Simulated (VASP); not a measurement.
# InP (Fm-3m) in VASP: further runs

The runs below take InP through single point, with PBEsol.

Everything below comes from runs of VASP 6.6.1. Logs are shortened: lines on timing, memory, paths and dates and some standing lists are left out, and cuts for length are marked.

## (1) The cell of the first run

Symmetry: Fm-3m, No. 225, cubic system. Conventional cell: a = 5.710 Å, b = 5.710 Å, c = 5.710 Å, α = 90.00°, β = 90.00°, γ = 90.00°. In (site symmetry m-3m) has 6 P at 2.85 Å within 3.8 Å. Within 3.8 Å of P (site symmetry m-3m) lie 6 In at 2.85 to 2.86 Å.

## (2) Single point, PBEsol

Input file INCAR:

```
SYSTEM = InP
PREC = Accurate ; ENCUT = 500
EDIFF = 1E-6 ; ISMEAR = -1
SIGMA = 0.05 ; LREAL = Auto
LASPH = .TRUE. ; NELM = 120
ALGO = Normal ; ISIF = 2
LWAVE = .FALSE. ; LCHARG = .FALSE.
GGA = PS ; NBANDS = 86
ISYM = -1 ; GGA_COMPAT = .FALSE.
```

Input file KPOINTS:

```
explicit points
4
Reciprocal
  0.25000000   0.25000000   0.25000000 2
  0.25000000   0.25000000   0.75000000 2
  0.25000000   0.75000000   0.25000000 2
  0.25000000   0.75000000   0.75000000 2
```

Input file POSCAR:

```
InP
1.0
    0.0000000000      5.7100000000     -5.7100000000
   -5.7100000000      0.0000000000     -5.7100000000
   -5.7100000000      5.7100000000      0.0000000000
In P
8 8
Direct
    0.5000000000      0.5000000000      0.0000000000
    0.0000000000      0.5000000000      0.0000000000
    0.5000000000      0.0000000000      0.0000000000
    0.0000000000      0.0000000000      0.0000000000
    0.5000000000      0.5000000000      0.5000000000
    0.0000000000      0.5000000000      0.5000000000
    0.5000000000      0.0000000000      0.5000000000
    0.0000000000      0.0000000000      0.5000000000
    0.7500000000      0.7500000000      0.2500000000
    0.2500000000      0.7500000000      0.2500000000
    0.7500000000      0.2500000000      0.2500000000
    0.2500000000      0.2500000000      0.2500000000
    0.7500000000      0.7500000000      0.7500000000
    0.2500000000      0.7500000000      0.7500000000
    0.7500000000      0.2500000000      0.7500000000
    0.2500000000      0.2500000000      0.7500000000
```

Potentials or basis: VASP PAW PBE potentials, release 64 (In_d, P).

Run with:

```console
cat potpaw_PBE.64/In_d/POTCAR potpaw_PBE.64/P/POTCAR > POTCAR
mpirun -np 1 vasp_std > vasp.out
```

OUTCAR:

```text
SYSTEM = InP
   PREC = Accurate
   ENCUT = 500
   EDIFF = 1E-6
   ISMEAR = -1
   LREAL = Auto
   LASPH = .TRUE.
   NELM = 120
   ISIF = 2
   GGA = PS
   ISYM = -1

 ion  position               nearest neighbor table
   1  0.500  0.500  0.000-  10 2.85  11 2.85  12 2.85  13 2.85  14 2.85  15 2.85
   2  0.000  0.500  0.000-   9 2.85  11 2.85  12 2.85  13 2.85  14 2.85  16 2.85
   3  0.500  0.000  0.000-   9 2.85  10 2.85  12 2.85  13 2.85  15 2.85  16 2.85
   4  0.000  0.000  0.000-   9 2.85  10 2.85  11 2.85  14 2.85  15 2.85  16 2.85
   5  0.500  0.500  0.500-   9 2.85  10 2.85  11 2.85  14 2.85  15 2.85  16 2.85
   6  0.000  0.500  0.500-   9 2.85  10 2.85  12 2.85  13 2.85  15 2.85  16 2.85
[... 8 lines left out ...]
  15  0.750  0.250  0.750-   1 2.85   3 2.85   4 2.85   5 2.85   6 2.85   8 2.85
  16  0.250  0.250  0.750-   2 2.85   3 2.85   4 2.85   5 2.85   6 2.85   7 2.85

IMPORTANT INFORMATION: All symmetrisations will be switched off!
NOSYMM: (Re-)initialisation of all symmetry stuff for point group C_1.

----------------------------------------------------------------------------------------

                                     Primitive cell

  volume of cell :     372.3388

  direct lattice vectors                    reciprocal lattice vectors
     0.000000000  5.710000000 -5.710000000     0.087565674  0.087565674 -0.087565674
    -5.710000000  0.000000000 -5.710000000    -0.087565674 -0.087565674 -0.087565674
    -5.710000000  5.710000000  0.000000000    -0.087565674  0.087565674  0.087565674

  length of vectors
     8.075159441  8.075159441  8.075159441     0.151668197  0.151668197  0.151668197

  position of ions in fractional coordinates (direct lattice)
     0.500000000  0.500000000  0.000000000
     0.000000000  0.500000000  0.000000000
     0.500000000  0.000000000  0.000000000
     0.000000000  0.000000000  0.000000000
     0.500000000  0.500000000  0.500000000
     0.000000000  0.500000000  0.500000000
[... 8 lines left out ...]
     0.750000000  0.250000000  0.750000000
     0.250000000  0.250000000  0.750000000

  ion indices of the primitive-cell ions
   primitive index   ion index
                 1           1
                 2           2
                 3           3
                 4           4
                 5           5
                 6           6
[... 8 lines left out ...]
                15          15
                16          16

----------------------------------------------------------------------------------------

 KPOINTS: explicit points

Read explicit list of k-points.

 Found      4 k-points:

 Following reciprocal coordinates:
            Coordinates               Weight
  0.250000  0.250000  0.250000      0.250000
  0.250000  0.250000  0.750000      0.250000
  0.250000  0.750000  0.250000      0.250000
  0.250000  0.750000  0.750000      0.250000
   k-points           NKPTS =      4   k-points in BZ     NKDIM =      4   number of bands    NBANDS=     86
   number of dos      NEDOS =    301   number of ions     NIONS =     16
   total plane-waves  NPLWV = 216000
   dimension x,y,z NGX =    60 NGY =   60 NGZ =   60
   dimension x,y,z NGXF=   120 NGYF=  120 NGZF=  120
   ions per type =               8   8
   NGX,Y,Z   is equivalent  to a cutoff of  12.35, 12.35, 12.35 a.u.
   NGXF,Y,Z  is equivalent  to a cutoff of  24.70, 24.70, 24.70 a.u.
 SYSTEM =  InP
   PREC   = accura    normal or accurate (medium, high low for compatibility)
   ISTART =      0    job   : 0-new  1-cont  2-samecut
   ICHARG =      2    charge: 1-file 2-atom 10-const
   ISPIN  =      1    spin polarized calculation?
   LNONCOLLINEAR =      F non collinear calculations
   LSORBIT =      F    spin-orbit coupling
   LASPH  =      T    aspherical Exc in radial PAW
   ENCUT  =  500.0 eV  36.75 Ry    6.06 a.u.  14.72 14.72 14.72*2*pi/ulx,y,z
   NELM   =    120;   NELMIN=  2; NELMDL= -5     # of ELM steps
   EDIFF  = 0.1E-05   stopping-criterion for ELM
   LREAL  =      T    real-space projection
   EDIFFG = 0.1E-04   stopping-criterion for IOM
   NSW    =      0    number of steps for IOM
   IBRION =     -1    ionic relax: 0-MD 1-quasi-New 2-CG
   NFREE  =      0    steps in history (QN), initial steepest desc. (CG)
   ISIF   =      2    stress and relaxation
   ISYM   =     -1    0-nonsym 1-usesym 2-fastsym
   POTIM  = 0.5000    time-step for ionic-motion
   TEBEG  =    0.0;   TEEND  =   0.0 temperature during run
   PSTRESS=    0.0 pullay stress
   NELECT =     144.0000    total number of electrons
   NUPDOWN=      -1.0000    fix difference up-down
   EMIN   =  10.00;   EMAX   =-10.00  energy-range for DOS
   EFERMI =   0.00;   METHOD = LEGACY
   ISMEAR =    -1;   SIGMA  =   0.05  broadening in eV -4-tet -1-fermi 0-gaus
   EFERMI_NEDOS =   21; number of points for ismear=-14 and -15
   IALGO  =     38    algorithm
   IMIX   =      4    mixing-type and parameters
     AMIX     =   0.40;   BMIX     =  1.00
     AMIX_MAG =   1.60;   BMIX_MAG =  1.00
  volume/ion in A,a.u.               =      23.27       157.04
  Fermi-wavevector in a.u.,A,eV,Ry     =   1.192750  2.253971 19.356375  1.422653
  Thomas-Fermi vector in A             =   2.328781
   LORBIT       =      0    0 simple, 1 ext, 2 COOP (PROOUT), +10 PAW based schemes
   GGA     = PS    functional components
   LHFCALC =     F    Hartree Fock is set to
   AEXX    =    0.0000 exact exchange contribution
   IVDW    =     0    specifies the selected vdW correction
   LEPSILON=     F    determine dielectric tensor
   LRPA    =     F    only Hartree local field effects (RPA)
 non-spin polarized calculation
  energy-cutoff  :      500.00
  volume of cell :      372.34
 maximum number of plane-waves:      9453
 NGX is ok and might be reduce to    60
   NGX = 29   NGY = 29   NGZ = 29

 number of electron     143.9999941 magnetization

 Free energy of the ion-electron system (eV)
  ---------------------------------------------------
  ext. energy  EPLUGINS =         0.00000000
  ---------------------------------------------------
  free energy    TOTEN  =       -69.31052667 eV

  energy without entropy =      -69.22283825  energy(sigma->0) =      -69.26668246

 E-fermi :   5.9026     XC(G=0): -10.1374

 val. band max:        5.8930034163   @ k =   0.2500   0.2500   0.2500
 cond. band min:       5.9470873638   @ k =   0.2500   0.7500   0.2500
 fundamental gap:      0.0540839475
 Fermi energy:         5.9026126205

 k-point     1 :       0.2500    0.2500    0.2500
  band No.  band energies     occupation
      1      -8.3816      2.00000
      2      -8.3816      2.00000
      3      -8.3815      2.00000
      4      -8.2515      2.00000
      5      -8.2515      2.00000
      6      -8.2515      2.00000
[... 76 lines left out ...]
     83       9.4311      0.00000
     84       9.6206      0.00000

 k-point     2 :       0.2500    0.2500    0.7500
  band No.  band energies     occupation
      1      -8.3395      2.00000
      2      -8.3394      2.00000
      3      -8.3085      2.00000
      4      -8.2909      2.00000
      5      -8.2805      2.00000
      6      -8.2805      2.00000
[... 76 lines left out ...]
     83       9.7202      0.00000
     84       9.8655      0.00000

 k-point     3 :       0.2500    0.7500    0.2500
  band No.  band energies     occupation
      1      -8.3395      2.00000
      2      -8.3395      2.00000
      3      -8.3085      2.00000
      4      -8.2909      2.00000
      5      -8.2805      2.00000
      6      -8.2805      2.00000
[... 76 lines left out ...]
     83       9.7202      0.00000
     84       9.8655      0.00000

 k-point     4 :       0.2500    0.7500    0.7500
  band No.  band energies     occupation
      1      -8.3395      2.00000
      2      -8.3394      2.00000
      3      -8.3085      2.00000
      4      -8.2909      2.00000
      5      -8.2805      2.00000
      6      -8.2805      2.00000
[... 76 lines left out ...]
     83       9.7202      0.00000
     84       9.8655      0.00000
 [bands above 84 left out]

------------------------ aborting loop because EDIFF is reached ----------------------------------------

  FORCE on cell =-STRESS in cart. coord.  units (eV):
  Direction    XX          YY          ZZ          XY          YZ          ZX
  --------------------------------------------------------------------------------------
  -------------------------------------------------------------------------------------
  Total      -19.5502947    -19.5503648    -19.5503454      0.0510973      0.0511090     -0.0511563
  in kB      -84.1250954    -84.1253971    -84.1253137      0.2198721      0.2199223     -0.2201260
  external PRESSURE =     -84.1252687 kB  Pullay stress =       0.0000000 kB

 VOLUME and BASIS-vectors are now :
 -----------------------------------------------------------------------------
  energy-cutoff  :      500.00
  volume of cell :      372.34
      direct lattice vectors                 reciprocal lattice vectors
     0.000000000  5.710000000 -5.710000000     0.087565674  0.087565674 -0.087565674
    -5.710000000  0.000000000 -5.710000000    -0.087565674 -0.087565674 -0.087565674
    -5.710000000  5.710000000  0.000000000    -0.087565674  0.087565674  0.087565674

 POSITION                                       TOTAL-FORCE (eV/Angst)
 -----------------------------------------------------------------------------------
     -2.85500      2.85500     -5.71000        -0.000008      0.000008     -0.000011
     -2.85500      0.00000     -2.85500         0.000016     -0.000012      0.000007
      0.00000      2.85500     -2.85500         0.000020     -0.000012      0.000009
      0.00000      0.00000      0.00000        -0.000010      0.000004     -0.000011
     -5.71000      5.71000     -5.71000         0.000009     -0.000002      0.000013
     -5.71000      2.85500     -2.85500        -0.000010      0.000010     -0.000003
[... 8 lines left out ...]
     -5.71000      8.56500     -5.71000        -0.000013     -0.000012      0.000012
     -5.71000      5.71000     -2.85500         0.000001      0.000007     -0.000014
 -----------------------------------------------------------------------------------
    total drift:                                0.000013      0.000001      0.000007

  FREE ENERGIE OF THE ION-ELECTRON SYSTEM (eV)
  ---------------------------------------------------
  free  energy   TOTEN  =       -69.3105266662 eV

  energy  without entropy=      -69.2228382493  energy(sigma->0) =      -69.26668246
```

Wall time 2.2 min (1 thread of AMD EPYC 9R45 (Zen 5), shared host); peak memory 0.46 GiB.

Results:

```yaml
Free_energy: -69.3105 eV
Pressure: -8.4 GPa
Band_gap_on_the_k_mesh: zero (bands 72 and 73 overlap by 0.29 eV)
```

Caveat: the cell stands under tension; semilocal functionals underestimate gaps, so a narrow gap can read as zero; the PAW data sets were made with another functional, which shifts forces and pressure a little; spin-orbit coupling is left out, which moves the levels of the heavy elements.

## (3) Single point, PBEsol

Input file INCAR:

```
SYSTEM = InP
PREC = Accurate ; ENCUT = 520
EDIFF = 1E-6 ; ISMEAR = -1
SIGMA = 0.05 ; LREAL = Auto
LASPH = .TRUE. ; NELM = 100
ALGO = Normal ; ISIF = 2
LWAVE = .FALSE. ; LCHARG = .FALSE.
GGA = PS ; NBANDS = 86
ISYM = 0
```

Input file KPOINTS:

```
Automatic mesh
0
Gamma
  2 2 2
  0.5 0.5 0.5
```

POSCAR is that of step 2.

Potentials or basis: VASP PAW PBE potentials, release 64 (In_d, P).

Run with:

```console
cat potpaw_PBE.64/In_d/POTCAR potpaw_PBE.64/P/POTCAR > POTCAR
mpirun -np 1 vasp_std > vasp.out
```

Wall time 20 min (1 thread of Intel Xeon 8259CL, shared host); peak memory 0.66 GiB.

It converged, with:

| Property | Result |
| --- | --- |
| Free energy | -69.3194 eV |
| Pressure | -8.4 GPa |
| Band gap on the k mesh | zero (bands 72 and 73 overlap by 0.28 eV) |

Levels at points of the mesh, in eV from the Fermi level:
```csv
k point,band 67,band 68,band 69,band 70,band 71,band 72,band 73,band 74,band 75,band 76
"(0.25, 0.25, 0.25)",-0.98,-0.98,-0.45,-0.45,-0.45,-0.24,-0.24,0.00,0.00,1.32
```

Caveat: the k points lie up to 0.48 Å⁻¹ apart; semilocal functionals underestimate gaps, so a narrow gap can read as zero; the PAW data sets were made with another functional, which shifts forces and pressure a little; spin-orbit coupling is left out, which moves the levels of the heavy elements.
